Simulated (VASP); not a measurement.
# EuVH3 (Pm-3m) in VASP: density of states with PBE+U

Aim: the density of states of EuVH3 with PBE+U.

Everything below comes from runs of VASP 6.6.1. Logs are shortened: lines on timing, memory, paths and dates and some standing lists are left out, and cuts for length are marked.

## (1) The cell of the first run

Symmetry: Pm-3m, No. 221, cubic system. The conventional cell has a = 3.811 Å, b = 3.811 Å, c = 3.811 Å, α = 90.00°, β = 90.00°, γ = 90.00°. Within 2.5 Å of V (site symmetry m-3m) lie 6 H at 1.91 Å. Within 2.5 Å of H (site symmetry 4/mmm) lie 2 V at 1.91 Å. Within 3.6 Å of Eu (site symmetry m-3m) lie 12 H at 2.69 Å and 8 V at 3.30 Å.

## (2) Density of states, PBE+U, collinear spin, ferromagnetic start

File POSCAR:

```
EuVH3
1.0
    3.8105276200      0.0000000000      0.0000000000
    0.0000000000      3.8105276200      0.0000000000
    0.0000000000      0.0000000000      3.8105276200
V H Eu
1 3 1
Direct
    0.0000000000      0.0000000000      0.0000000000
    0.5000000000      0.0000000000      0.0000000000
    0.0000000000      0.5000000000      0.0000000000
    0.0000000000      0.0000000000      0.5000000000
    0.5000000000      0.5000000000      0.5000000000
```

File INCAR.step1:

```
ALGO = Normal ; EDIFF = 1E-6
ENCUT = 520 ; GGA = PE
ISIF = 2 ; ISMEAR = -1
ISPIN = 2 ; ISYM = 0
LASPH = True ; LCHARG = True
LDAU = True ; LDAUJ = 0 0 0
LDAUL = 2 -1 3 ; LDAUPRINT = 1
LDAUTYPE = 2 ; LDAUU = 2.48 0 6.8
LMAXMIX = 6 ; LREAL = False
LWAVE = False ; MAGMOM = 2 0 0 0 7
NBANDS = 28 ; NELM = 150
PREC = Accurate ; SIGMA = 0.1
```

File KPOINTS.step1:

```
k-points
0
Gamma
  6 6 6
```

File INCAR.step2:

```
ALGO = Normal ; EDIFF = 1E-6
ENCUT = 520 ; GGA = PE
ICHARG = 11 ; ISIF = 2
ISMEAR = -5 ; ISPIN = 2
ISYM = 0 ; LASPH = True
LCHARG = False ; LDAU = True
LDAUJ = 0 0 0 ; LDAUL = 2 -1 3
LDAUPRINT = 1 ; LDAUTYPE = 2
LDAUU = 2.48 0 6.8 ; LMAXMIX = 6
LORBIT = 10 ; LREAL = False
LWAVE = False ; MAGMOM = 2 0 0 0 7
NEDOS = 2001 ; NELM = 150
PREC = Accurate ; SIGMA = 0.1
```

File KPOINTS.step2:

```
k-points
0
Gamma
  9 9 9
```

Potentials or basis: VASP PAW PBE potentials, release 64 (V_sv, H, Eu).

Started as:

```
$ cat potpaw_PBE.64/V_sv/POTCAR potpaw_PBE.64/H/POTCAR potpaw_PBE.64/Eu/POTCAR > POTCAR
$ cp INCAR.step1 INCAR
$ cp KPOINTS.step1 KPOINTS
$ mpirun -np 1 vasp_std > vasp.out
$ cp INCAR.step2 INCAR
$ cp KPOINTS.step2 KPOINTS
$ mpirun -np 1 vasp_std > vasp.out
```

OUTCAR:

```text
EDIFF = 1E-6
   ENCUT = 520
   GGA = PE
   ICHARG = 11
   ISIF = 2
   ISMEAR = -5
   ISPIN = 2
   ISYM = 0
   LASPH = True
   LORBIT = 10
   LREAL = False
   NELM = 150
   PREC = Accurate

 ion  position               nearest neighbor table
   1  0.000  0.000  0.000-
   2  0.500  0.000  0.000-
   3  0.000  0.500  0.000-
   4  0.000  0.000  0.500-
   5  0.500  0.500  0.500-

IMPORTANT INFORMATION: All symmetrisations will be switched off!
NOSYMM: (Re-)initialisation of all symmetry stuff for point group C_1.

----------------------------------------------------------------------------------------

                                     Primitive cell

  volume of cell :      55.3293

  direct lattice vectors                    reciprocal lattice vectors
     3.810527620  0.000000000  0.000000000     0.262430849  0.000000000  0.000000000
     0.000000000  3.810527620  0.000000000     0.000000000  0.262430849  0.000000000
     0.000000000  0.000000000  3.810527620     0.000000000  0.000000000  0.262430849

  length of vectors
     3.810527620  3.810527620  3.810527620     0.262430849  0.262430849  0.262430849

  position of ions in fractional coordinates (direct lattice)
     0.000000000  0.000000000  0.000000000
     0.500000000  0.000000000  0.000000000
     0.000000000  0.500000000  0.000000000
     0.000000000  0.000000000  0.500000000
     0.500000000  0.500000000  0.500000000

  ion indices of the primitive-cell ions
   primitive index   ion index
                 1           1
                 2           2
                 3           3
                 4           4
                 5           5

----------------------------------------------------------------------------------------

 KPOINTS: k-points

Automatic generation of k-mesh.
 Grid dimensions read from file:
 generate k-points for:    9    9    9

 Generating k-lattice:

  Cartesian coordinates                     Fractional coordinates (reciprocal lattice)
     0.029158983  0.000000000  0.000000000     0.111111111  0.000000000  0.000000000
     0.000000000  0.029158983  0.000000000     0.000000000  0.111111111  0.000000000
     0.000000000  0.000000000  0.029158983     0.000000000  0.000000000  0.111111111

  Length of vectors
     0.029158983  0.029158983  0.029158983

  Shift w.r.t. Gamma in fractional coordinates (k-lattice)
     0.000000000  0.000000000  0.000000000

 TETIRR: Found   2184 inequivalent tetrahedra from     4374

 Subroutine IBZKPT returns following result:
 ===========================================

 Found    365 irreducible k-points:

[... 116 lines left out ...]
  o =  0.7303  v = -0.0003 -1.0000 -0.0000  0.0001  0.0000  0.0000  0.0000  0.0000  0.0000  0.0000      0.0000  0.0000  0.0000  0.0000  0.0000  0.0000  0.0000  0.0000  0.0000  0.0000
  o =  0.7304  v = -0.0001  0.0001 -0.0000  1.0000  0.0000  0.0000  0.0000  0.0000  0.0000  0.0000      0.0000  0.0000  0.0000  0.0000  0.0000  0.0000  0.0000  0.0000  0.0000  0.0000

atom =   5  type =  3  l = 3

 onsite density matrix

spin component  1

  0.9758 -0.0000 -0.0045  0.0000  0.0000  0.0000 -0.0000
 -0.0000  0.9672  0.0000  0.0000  0.0000  0.0000 -0.0000
 -0.0045  0.0000  0.9781 -0.0000 -0.0000 -0.0000 -0.0000
  0.0000  0.0000 -0.0000  0.9723 -0.0000  0.0000  0.0000
  0.0000  0.0000 -0.0000 -0.0000  0.9781  0.0000  0.0045
  0.0000  0.0000 -0.0000  0.0000  0.0000  0.9816 -0.0000
 -0.0000 -0.0000 -0.0000  0.0000  0.0045 -0.0000  0.9758

spin component  2

  0.0010 -0.0000 -0.0008  0.0000  0.0000  0.0000 -0.0000
 -0.0000  0.0000 -0.0000  0.0000 -0.0000  0.0000  0.0000
 -0.0008 -0.0000  0.0014  0.0000  0.0000 -0.0000 -0.0000
  0.0000  0.0000  0.0000  0.0004 -0.0000  0.0000  0.0000
  0.0000 -0.0000  0.0000 -0.0000  0.0014 -0.0000  0.0008
  0.0000  0.0000 -0.0000  0.0000 -0.0000  0.0021  0.0000
 -0.0000  0.0000 -0.0000  0.0000  0.0008  0.0000  0.0010

 occupancies and eigenvectors

  o =  0.0000  v =  0.0000  0.0000  0.0000  0.0000  0.0000  0.0000  0.0000  0.0000  1.0000  0.0000 -0.0000  0.0000 -0.0000 -0.0000      0.0000  0.0000  0.0000  0.0000  0.0000  0.0000  0.0000  0.0000  0.0000  0.0000  0.0000  0.0000  0.0000  0.0000
  o =  0.0004  v =  0.0000  0.0000  0.0000  0.0000  0.0000  0.0000  0.0000  0.7529  0.0000  0.5831 -0.0108 -0.1868 -0.0000  0.2412      0.0000  0.0000  0.0000  0.0000  0.0000  0.0000  0.0000  0.0000  0.0000  0.0000  0.0000  0.0000  0.0000  0.0000
  o =  0.0004  v =  0.0000  0.0000  0.0000  0.0000  0.0000  0.0000  0.0000  0.2413 -0.0000  0.1869  0.0227  0.5830 -0.0000 -0.7526      0.0000  0.0000  0.0000  0.0000  0.0000  0.0000  0.0000  0.0000  0.0000  0.0000  0.0000  0.0000  0.0000  0.0000
  o =  0.0004  v =  0.0000  0.0000  0.0000  0.0000  0.0000  0.0000  0.0000  0.0027  0.0000  0.0021  0.9997 -0.0153 -0.0000  0.0197      0.0000  0.0000  0.0000  0.0000  0.0000  0.0000  0.0000  0.0000  0.0000  0.0000  0.0000  0.0000  0.0000  0.0000
  o =  0.0021  v =  0.0000  0.0000  0.0000  0.0000  0.0000  0.0000  0.0000 -0.6121 -0.0000  0.7902 -0.0000 -0.0229  0.0073 -0.0177      0.0000  0.0000  0.0000  0.0000  0.0000  0.0000  0.0000  0.0000  0.0000  0.0000  0.0000  0.0000  0.0000  0.0000
  o =  0.0021  v =  0.0000  0.0000  0.0000  0.0000  0.0000  0.0000  0.0000 -0.0177 -0.0000  0.0228 -0.0000  0.7902  0.0028  0.6121      0.0000  0.0000  0.0000  0.0000  0.0000  0.0000  0.0000  0.0000  0.0000  0.0000  0.0000  0.0000  0.0000  0.0000
  o =  0.0021  v =  0.0000  0.0000  0.0000  0.0000  0.0000  0.0000  0.0000  0.0045  0.0000 -0.0059  0.0000 -0.0021  1.0000 -0.0016      0.0000  0.0000  0.0000  0.0000  0.0000  0.0000  0.0000  0.0000  0.0000  0.0000  0.0000  0.0000  0.0000  0.0000
  o =  0.9672  v = -0.0000  1.0000 -0.0000 -0.0000 -0.0000 -0.0000  0.0000  0.0000  0.0000  0.0000  0.0000  0.0000  0.0000  0.0000      0.0000  0.0000  0.0000  0.0000  0.0000  0.0000  0.0000  0.0000  0.0000  0.0000  0.0000  0.0000  0.0000  0.0000
  o =  0.9723  v =  0.0007 -0.0000  0.0005 -1.0000 -0.0014  0.0000  0.0018  0.0000  0.0000  0.0000  0.0000  0.0000  0.0000  0.0000      0.0000  0.0000  0.0000  0.0000  0.0000  0.0000  0.0000  0.0000  0.0000  0.0000  0.0000  0.0000  0.0000  0.0000
  o =  0.9723  v = -0.0067  0.0000 -0.0052 -0.0023  0.6125 -0.0000 -0.7904  0.0000  0.0000  0.0000  0.0000  0.0000  0.0000  0.0000      0.0000  0.0000  0.0000  0.0000  0.0000  0.0000  0.0000  0.0000  0.0000  0.0000  0.0000  0.0000  0.0000  0.0000
  o =  0.9723  v =  0.7904  0.0000  0.6125  0.0008  0.0052 -0.0000 -0.0067  0.0000  0.0000  0.0000  0.0000  0.0000  0.0000  0.0000      0.0000  0.0000  0.0000  0.0000  0.0000  0.0000  0.0000  0.0000  0.0000  0.0000  0.0000  0.0000  0.0000  0.0000
  o =  0.9816  v =  0.0034 -0.0000 -0.0044 -0.0000  0.0012 -1.0000  0.0010  0.0000  0.0000  0.0000  0.0000  0.0000  0.0000  0.0000      0.0000  0.0000  0.0000  0.0000  0.0000  0.0000  0.0000  0.0000  0.0000  0.0000  0.0000  0.0000  0.0000  0.0000
  o =  0.9816  v =  0.0158 -0.0000 -0.0204  0.0000 -0.7902 -0.0014 -0.6123  0.0000  0.0000  0.0000  0.0000  0.0000  0.0000  0.0000      0.0000  0.0000  0.0000  0.0000  0.0000  0.0000  0.0000  0.0000  0.0000  0.0000  0.0000  0.0000  0.0000  0.0000
  o =  0.9816  v =  0.6123 -0.0000 -0.7902  0.0000  0.0204  0.0057  0.0158  0.0000  0.0000  0.0000  0.0000  0.0000  0.0000  0.0000      0.0000  0.0000  0.0000  0.0000  0.0000  0.0000  0.0000  0.0000  0.0000  0.0000  0.0000  0.0000  0.0000  0.0000

 number of electron      32.9999989 magnetization      10.0745091

 Free energy of the ion-electron system (eV)
  ---------------------------------------------------
  ext. energy  EPLUGINS =         0.00000000
  ---------------------------------------------------
  free energy    TOTEN  =       -29.09287046 eV

  energy without entropy =      -29.09287046  energy(sigma->0) =      -29.09287046

 E-fermi :   5.4609     XC(G=0): -10.6523

 val. band max:        5.4569767710   @ k =   0.0000   0.0000   0.4444
 cond. band min:       5.4075585706   @ k =   0.4444   0.2222   0.4444
 fundamental gap:     -0.0494182004
 Fermi energy:         5.4608913866

 spin component 1

 k-point     1 :       0.0000    0.0000    0.0000
  band No.  band energies     occupation
      1     -59.9029      1.00000
      2     -35.5292      1.00000
      3     -33.8172      1.00000
      4     -33.8153      1.00000
      5     -33.8149      1.00000
      6     -14.4058      1.00000
[... 1337 lines left out ...]
     24      13.4278      0.00000
     25      13.9254      0.00000

 [... further k-points ...]
[... 5 lines left out ...]
  --------------------------------------------------------------------------------------
  -------------------------------------------------------------------------------------
  Total        1.7364862      1.7306679      1.7846400      0.0135805     -0.0131141     -0.0129746
  in kB       50.2836234     50.1151437     51.6780209      0.3932527     -0.3797463     -0.3757060
  external PRESSURE =      50.6922627 kB  Pullay stress =       0.0000000 kB

 VOLUME and BASIS-vectors are now :
 -----------------------------------------------------------------------------
  energy-cutoff  :      520.00
  volume of cell :       55.33
      direct lattice vectors                 reciprocal lattice vectors
     3.810527620  0.000000000  0.000000000     0.262430849  0.000000000  0.000000000
     0.000000000  3.810527620  0.000000000     0.000000000  0.262430849  0.000000000
     0.000000000  0.000000000  3.810527620     0.000000000  0.000000000  0.262430849

 POSITION                                       TOTAL-FORCE (eV/Angst)
 -----------------------------------------------------------------------------------
      0.00000      0.00000      0.00000        -0.000008     -0.000001      0.000015
      1.90526      0.00000      0.00000         0.000001      0.000001     -0.000002
      0.00000      1.90526      0.00000         0.000003      0.000000     -0.000001
      0.00000      0.00000      1.90526         0.000002      0.000000     -0.000002
      1.90526      1.90526      1.90526         0.000003     -0.000001     -0.000009
 -----------------------------------------------------------------------------------
    total drift:                               -0.000001     -0.000004      0.000011

  FREE ENERGIE OF THE ION-ELECTRON SYSTEM (eV)
  ---------------------------------------------------
  free  energy   TOTEN  =       -29.0928704639 eV

  energy  without entropy=      -29.0928704639  energy(sigma->0) =      -29.09287046

 total charge

# of ion       s       p       d       f       tot
--------------------------------------------------
    1        2.214   6.143   3.189   0.000  11.546
    2        0.546   0.010   0.000   0.000   0.556
    3        0.546   0.010   0.000   0.000   0.556
    4        0.546   0.010   0.000   0.000   0.556
    5        2.045   5.773   0.301   6.828  14.946
--------------------------------------------------
tot          5.896  11.946   3.490   6.828  28.161

 magnetization (x)

# of ion       s       p       d       f       tot
--------------------------------------------------
    1        0.041   0.019   2.520   0.000   2.580
    2       -0.031   0.005   0.000   0.000  -0.026
    3       -0.031   0.005   0.000   0.000  -0.026
    4       -0.031   0.005   0.000   0.000  -0.026
    5       -0.019  -0.093   0.083   6.813   6.784
--------------------------------------------------
tot         -0.073  -0.060   2.603   6.813   9.285
```

Run time: 16 min. Hardware: 1 thread of Intel Xeon 6975P-C (Granite Rapids), shared host; peak memory 0.87 GiB.

What came out:

- Net moment: 10.07 μB per cell
- Site moments: V +2.58; H -0.03; Eu +6.78 μB
- Valence electrons inside the program's atomic spheres: V 11.55; H 0.56; Eu 14.95

Levels at points of the mesh, in eV from the Fermi level:
Spin up:
```csv
k point,band 20,band 21,band 22,band 23,band 24,band 25
"(0.00, 0.00, 0.00)",-1.70,-1.70,1.62,1.63,3.91,3.91
```
Spin down:
```
           k point  band 10  band 11  band 12  band 13  band 14  band 15
(0.00, 0.00, 0.00)    -5.51    -5.51     2.14     2.14     2.14     2.86
```

Eigenvalues of the final occupation matrices:
```csv
site,spin,trace,eigenvalues
site 1 d,1,2.88,0.34 0.35 0.73 0.73 0.73
site 1 d,2,0.33,0.04 0.04 0.04 0.10 0.10
site 5 f,1,6.83,0.97 0.97 0.97 0.97 0.98 0.98 0.98
site 5 f,2,0.01,0.00 0.00 0.00 0.00 0.00 0.00 0.00
```

Caveat: spin-orbit coupling is left out, which moves the levels of the heavy elements; tetrahedron occupations give inexact forces and stress in metals.
